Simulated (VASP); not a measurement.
# Rh (Fm-3m) in VASP: notebook

The runs below take Rh through single point, with PBE+U.

Everything below comes from runs of VASP 6.6.1. Logs are shortened: lines on timing, memory, paths and dates and some standing lists are left out, and cuts for length are marked.

### 1 The cell of the first run

It takes space group Fm-3m (No. 225, cubic). Conventional cell: a = 3.864 Å, b = 3.864 Å, c = 3.864 Å, α = 90.00°, β = 90.00°, γ = 90.00°. Within 3.6 Å of Rh (site symmetry m-3m) lie 12 Rh at 2.73 Å.

### 2 Single point, PBE+U, collinear spin, antiferromagnetic start

Input file INCAR:

```
PREC = Accurate
ENCUT = 500
EDIFF = 1E-6
ISMEAR = -1
SIGMA = 0.1
LREAL = False
LASPH = True
NELM = 200
ALGO = Normal
ISIF = 2
LWAVE = False
LCHARG = False
ISPIN = 2
MAGMOM = 0.25 0.25 -0.25 -0.25
LORBIT = 11
LMAXMIX = 4
LDAU = True
LDAUTYPE = 2
LDAUL = 2
LDAUU = 4
LDAUJ = 0
LDAUPRINT = 1
GGA = PE
NBANDS = 42
GGA_COMPAT = False
```

Input file KPOINTS:

```
Automatic mesh
0
Gamma
  2 2 2
```

Input file POSCAR:

```
Rh
1.0
    3.8641930000      0.0000000000      0.0000000000
    0.0000000000      3.8641930000      0.0000000000
    0.0000000000      0.0000000000      3.8641930000
Rh
4
Direct
    0.0000000000      0.0000000000      0.0000000000
    0.5000000000      0.5000000000      0.0000000000
    0.5000000000      0.0000000000      0.5000000000
    0.0000000000      0.5000000000      0.5000000000
```

Potentials or basis: VASP PAW PBE potentials, release 64 (Rh_pv).

Started as:

```console
cat potpaw_PBE.64/Rh_pv/POTCAR > POTCAR
mpirun -np 1 vasp_std > vasp.out
```

OUTCAR:

```text
PREC = Accurate
   ENCUT = 500
   EDIFF = 1E-6
   ISMEAR = -1
   LREAL = False
   LASPH = True
   NELM = 200
   ISIF = 2
   ISPIN = 2
   LORBIT = 11
   GGA = PE

 ion  position               nearest neighbor table
   1  0.000  0.000  0.000-   2 2.73   3 2.73   4 2.73   3 2.73   4 2.73   2 2.73   4 2.73   4 2.73
                             2 2.73   3 2.73   3 2.73   2 2.73
   2  0.500  0.500  0.000-   1 2.73   3 2.73   4 2.73   3 2.73   4 2.73   1 2.73   3 2.73   3 2.73
                             1 2.73   4 2.73   4 2.73   1 2.73
   3  0.500  0.000  0.500-   1 2.73   2 2.73   4 2.73   1 2.73   2 2.73   2 2.73   4 2.73   2 2.73
                             1 2.73   4 2.73   1 2.73   4 2.73
   4  0.000  0.500  0.500-   1 2.73   2 2.73   3 2.73   1 2.73   2 2.73   1 2.73   3 2.73   1 2.73
                             2 2.73   3 2.73   2 2.73   3 2.73

  LATTYP: Found a simple cubic cell.
 ALAT       =     3.8641930000

  Lattice vectors:

 A1 = (   3.8641930000,   0.0000000000,   0.0000000000)
 A2 = (   0.0000000000,   3.8641930000,   0.0000000000)
 A3 = (   0.0000000000,   0.0000000000,   3.8641930000)

Analysis of symmetry for initial positions (statically):
=====================================================================
 Subroutine PRICEL returns following result:

  LATTYP: Found a face centered cubic cell.
 ALAT       =     3.8641930000
[... 12 lines left out ...]
 Subroutine GETGRP returns: Found 48 space group operations
 (whereof 48 operations were pure point group operations)
 out of a pool of 48 trial point group operations.

The static configuration has the point symmetry O_h .

Analysis of symmetry for dynamics (positions and initial velocities):
=====================================================================
 Subroutine PRICEL returns following result:

  LATTYP: Found a face centered cubic cell.
 ALAT       =     3.8641930000
[... 12 lines left out ...]
 Subroutine GETGRP returns: Found 48 space group operations
 (whereof 48 operations were pure point group operations)
 out of a pool of 48 trial point group operations.

The dynamic configuration has the point symmetry O_h .

Analysis of structural, dynamic, and magnetic symmetry:
=====================================================================
 Subroutine PRICEL returns following result:

  LATTYP: Found a face centered cubic cell.
 ALAT       =     3.8641930000
[... 12 lines left out ...]
 Subroutine GETGRP returns: Found 16 space group operations
 (whereof 16 operations were pure point group operations)
 out of a pool of 48 trial point group operations.

[... 251 lines left out ...]
  o =  0.7902  v =  0.0000  0.0000  0.0000  0.0000  0.0000  0.0000  0.0000 -1.0000 -0.0000  0.0000      0.0000  0.0000  0.0000  0.0000  0.0000  0.0000  0.0000  0.0000  0.0000  0.0000
  o =  0.7902  v =  0.0000  0.0000  0.0000  0.0000  0.0000  0.0000 -0.0000  0.0000  0.0000  1.0000      0.0000  0.0000  0.0000  0.0000  0.0000  0.0000  0.0000  0.0000  0.0000  0.0000

 number of electron      60.0000001 magnetization      -0.0000000

 Free energy of the ion-electron system (eV)
  ---------------------------------------------------
  ext. energy  EPLUGINS =         0.00000000
  ---------------------------------------------------
  free energy    TOTEN  =       -14.13517775 eV

  energy without entropy =      -14.10739092  energy(sigma->0) =      -14.12128433

 E-fermi :  10.3322     XC(G=0): -13.6478

 val. band max:        9.9283445156   @ k =   0.0000   0.0000   0.5000
 cond. band min:      10.6749185404   @ k =   0.0000   0.0000   0.0000
 fundamental gap:      0.7465740248
 Fermi energy:        10.3321513859

 spin component 1

 k-point     1 :       0.0000    0.0000    0.0000
  band No.  band energies     occupation
      1     -35.4811      1.00000
      2     -35.4811      1.00000
      3     -35.4811      1.00000
      4     -35.1195      1.00000
      5     -35.1195      1.00000
      6     -35.1195      1.00000
[... 259 lines left out ...]
     41      26.5595      0.00000
     42      26.5596      0.00000
 Fermi energy:        10.3321513859

 spin component 2

 k-point     1 :       0.0000    0.0000    0.0000
  band No.  band energies     occupation
      1     -35.4811      1.00000
      2     -35.4811      1.00000
      3     -35.4811      1.00000
      4     -35.1195      1.00000
      5     -35.1195      1.00000
      6     -35.1195      1.00000
[... 259 lines left out ...]
     41      26.5595      0.00000
     42      26.5596      0.00000

------------------------ aborting loop because EDIFF is reached ----------------------------------------

  FORCE on cell =-STRESS in cart. coord.  units (eV):
  Direction    XX          YY          ZZ          XY          YZ          ZX
  --------------------------------------------------------------------------------------
  -------------------------------------------------------------------------------------
  Total       -6.1214805     -6.1214805     -6.1215561      0.0000000      0.0000000      0.0000000
  in kB     -169.9771829   -169.9771829   -169.9792800      0.0000000      0.0000000      0.0000000
  external PRESSURE =    -169.9778819 kB  Pullay stress =       0.0000000 kB

 VOLUME and BASIS-vectors are now :
 -----------------------------------------------------------------------------
  energy-cutoff  :      500.00
  volume of cell :       57.70
      direct lattice vectors                 reciprocal lattice vectors
     3.864193000  0.000000000  0.000000000     0.258786246  0.000000000  0.000000000
     0.000000000  3.864193000  0.000000000     0.000000000  0.258786246  0.000000000
     0.000000000  0.000000000  3.864193000     0.000000000  0.000000000  0.258786246

 POSITION                                       TOTAL-FORCE (eV/Angst)
 -----------------------------------------------------------------------------------
      0.00000      0.00000      0.00000        -0.000000      0.000000     -0.000000
      1.93210      1.93210      0.00000         0.000000      0.000000     -0.000000
      1.93210      0.00000      1.93210         0.000000     -0.000000      0.000000
      0.00000      1.93210      1.93210        -0.000000      0.000000      0.000000
 -----------------------------------------------------------------------------------
    total drift:                                0.000000      0.000000      0.000000

  FREE ENERGIE OF THE ION-ELECTRON SYSTEM (eV)
  ---------------------------------------------------
  free  energy   TOTEN  =       -14.1351777538 eV

  energy  without entropy=      -14.1073909158  energy(sigma->0) =      -14.12128433

 total charge

# of ion       s       p       d       tot
------------------------------------------
    1        0.390   6.202   7.237  13.830
    2        0.390   6.202   7.237  13.830
    3        0.390   6.202   7.237  13.830
    4        0.390   6.202   7.237  13.830
--------------------------------------------------
tot          1.560  24.809  28.950  55.319

 magnetization (x)

# of ion       s       p       d       tot
------------------------------------------
    1        0.000   0.000   0.000   0.000
    2        0.000   0.000   0.000   0.000
    3       -0.000  -0.000  -0.000  -0.000
    4       -0.000  -0.000  -0.000  -0.000
--------------------------------------------------
tot          0.000   0.000   0.000   0.000
```

OSZICAR:

```text
N       E                     dE             d eps       ncg     rms          rms(c)
DAV:   1     0.773056929912E+03    0.77306E+03   -0.35133E+04  1016   0.160E+03
DAV:   2     0.947683340409E+01   -0.76358E+03   -0.73572E+03  1044   0.513E+02
DAV:   3    -0.149021391205E+02   -0.24379E+02   -0.23916E+02  1072   0.103E+02
DAV:   4    -0.151178651561E+02   -0.21573E+00   -0.21559E+00  1124   0.979E+00
DAV:   5    -0.151217473840E+02   -0.38822E-02   -0.38821E-02  1064   0.132E+00    0.172E+01
DAV:   6    -0.140928638563E+02    0.10289E+01   -0.29901E+00  1040   0.128E+01    0.592E+00
DAV:   7    -0.141117434213E+02   -0.18880E-01   -0.12664E-01  1058   0.238E+00    0.239E+00
DAV:   8    -0.141305887215E+02   -0.18845E-01   -0.15571E-02  1040   0.108E+00    0.926E-01
DAV:   9    -0.141347581077E+02   -0.41694E-02   -0.26591E-03  1050   0.383E-01    0.187E-01
DAV:  10    -0.141348961278E+02   -0.13802E-03   -0.12278E-04  1120   0.102E-01    0.917E-02
DAV:  11    -0.141351535804E+02   -0.25745E-03   -0.16424E-04  1008   0.948E-02    0.542E-02
DAV:  12    -0.141351740213E+02   -0.20441E-04   -0.14657E-05  1050   0.301E-02    0.108E-02
DAV:  13    -0.141351768318E+02   -0.28104E-05   -0.67215E-07   656   0.671E-03    0.272E-03
DAV:  14    -0.141351777538E+02   -0.92202E-06   -0.17565E-07   504   0.409E-03
   1 F= -.14135178E+02 E0= -.14121284E+02  d E =-.277868E-01  mag=    -0.0000
```

stdout:

```text
POSCAR found type information on POSCAR Rh
 POSCAR found :  1 types and       4 ions
 scaLAPACK will be used
 LDA part: xc-table for (Slater+PW92), standard interpolation
 POSCAR, INCAR and KPOINTS ok, starting setup
 FFT: planning ... GRIDC
 FFT: planning ... GRID_SOFT
 FFT: planning ... GRID
 WAVECAR not read
 entering main loop
```

Run time: 25 s. Hardware: 1 thread of Intel Xeon 6975P-C, shared host; peak memory 0.17 GiB.

What came out:

* Free energy: -14.1352 eV
* Pressure: -17.0 GPa
* Band gap on the k mesh: zero (filled and empty bands overlap)
* Net moment: 0.00 μB per cell
* Valence electrons inside the program's atomic spheres: Rh 13.83

Eigenvalues of the final occupation matrices:
```tsv
site	spin	trace	eigenvalues
site 1 d	1	3.64	0.69 0.69 0.69 0.79 0.79
site 1 d	2	3.64	0.69 0.69 0.69 0.79 0.79
site 2 d	1	3.64	0.69 0.69 0.69 0.79 0.79
site 2 d	2	3.64	0.69 0.69 0.69 0.79 0.79
site 3 d	1	3.64	0.69 0.69 0.69 0.79 0.79
site 3 d	2	3.64	0.69 0.69 0.69 0.79 0.79
site 4 d	1	3.64	0.69 0.69 0.69 0.79 0.79
site 4 d	2	3.64	0.69 0.69 0.69 0.79 0.79
```

Caveat: the k points lie up to 0.81 Å⁻¹ apart; the U is typed as a test and isn't derived for this compound. The state reached can hang on the start; a lower one may exist.

### 3 Single point, PBE+U, collinear spin, antiferromagnetic start

Input file INCAR:

```
SYSTEM = Rh
PREC = Accurate
ENCUT = 500
EDIFF = 1E-6
ISMEAR = -1
SIGMA = 0.1
LREAL = .FALSE.
LASPH = .TRUE.
NELM = 200
ALGO = Normal
ISIF = 2
LWAVE = .FALSE.
LCHARG = .FALSE.
ISPIN = 2
MAGMOM = 0.25 0.25 -0.25 -0.25
LORBIT = 11
LMAXMIX = 4
LDAU = .TRUE.
LDAUTYPE = 2
LDAUL = 2
LDAUU = 4
LDAUJ = 0
LDAUPRINT = 1
GGA = PE
NBANDS = 42
GGA_COMPAT = .FALSE.
```

Input file KPOINTS:

```
regular mesh
0
G
  2 2 2
  0 0 0
```

POSCAR is that of step 2.

Potentials or basis: VASP PAW PBE potentials, release 64 (Rh_pv).

Started as:

```console
cat potpaw_PBE.64/Rh_pv/POTCAR > POTCAR
mpirun -np 1 vasp_std > vasp.out
```

Wall time 22 s (1 thread of Intel Xeon 6975P-C, shared host); peak memory 0.17 GiB.

It converged, with:

```yaml
Free_energy: -14.1352 eV
Pressure: -17.0 GPa
Band_gap_on_the_k_mesh: zero (filled and empty bands overlap)
Net_moment: 0.00 μB per cell
Valence_electrons_inside_the_program's_atomic_spheres: Rh 13.83
```

Levels at points of the mesh, in eV from the Fermi level:
Spin up:
| k point | band 29 | band 30 | band 31 | band 32 | band 33 | band 34 | band 35 | band 36 |
| --- | --- | --- | --- | --- | --- | --- | --- | --- |
| (0.00, 0.00, 0.00) | 1.16 | 1.16 | 1.16 | 1.16 | 1.16 | 3.97 | 3.97 | 3.97 |
| (0.50, 0.00, 0.00) | -1.09 | -1.09 | -0.40 | -0.40 | 1.16 | 1.16 | 9.93 | 9.93 |
| (0.00, 0.00, 0.50) | -1.09 | -1.09 | -0.40 | -0.40 | 1.16 | 1.16 | 9.93 | 9.93 |
| (0.50, 0.50, 0.00) | -0.76 | -0.76 | -0.76 | -0.76 | 3.26 | 3.26 | 3.26 | 3.26 |
| (0.00, 0.50, 0.50) | -0.76 | -0.76 | -0.76 | -0.76 | 3.26 | 3.26 | 3.26 | 3.26 |
| (0.50, 0.50, 0.50) | 0.62 | 0.62 | 0.62 | 0.62 | 1.54 | 1.54 | 1.54 | 1.54 |
Spin down:
| k point | band 30 | band 31 | band 32 | band 33 | band 34 | band 35 |
| --- | --- | --- | --- | --- | --- | --- |
| (0.00, 0.00, 0.00) | 1.16 | 1.16 | 1.16 | 1.16 | 3.97 | 3.97 |
| (0.50, 0.00, 0.00) | -1.09 | -0.40 | -0.40 | 1.16 | 1.16 | 9.93 |
| (0.00, 0.00, 0.50) | -1.09 | -0.40 | -0.40 | 1.16 | 1.16 | 9.93 |
| (0.50, 0.50, 0.00) | -0.76 | -0.76 | -0.76 | 3.26 | 3.26 | 3.26 |
| (0.00, 0.50, 0.50) | -0.76 | -0.76 | -0.76 | 3.26 | 3.26 | 3.26 |
| (0.50, 0.50, 0.50) | 0.62 | 0.62 | 0.62 | 1.54 | 1.54 | 1.54 |

Eigenvalues of the final occupation matrices:
```
    site  spin  trace               eigenvalues
site 1 d     1   3.64  0.69 0.69 0.69 0.79 0.79
site 1 d     2   3.64  0.69 0.69 0.69 0.79 0.79
site 2 d     1   3.64  0.69 0.69 0.69 0.79 0.79
site 2 d     2   3.64  0.69 0.69 0.69 0.79 0.79
site 3 d     1   3.64  0.69 0.69 0.69 0.79 0.79
site 3 d     2   3.64  0.69 0.69 0.69 0.79 0.79
site 4 d     1   3.64  0.69 0.69 0.69 0.79 0.79
site 4 d     2   3.64  0.69 0.69 0.69 0.79 0.79
```

Caveat: the k points lie up to 0.81 Å⁻¹ apart; the U is typed as a test and isn't derived for this compound. The state reached can hang on the start; a lower one may exist.
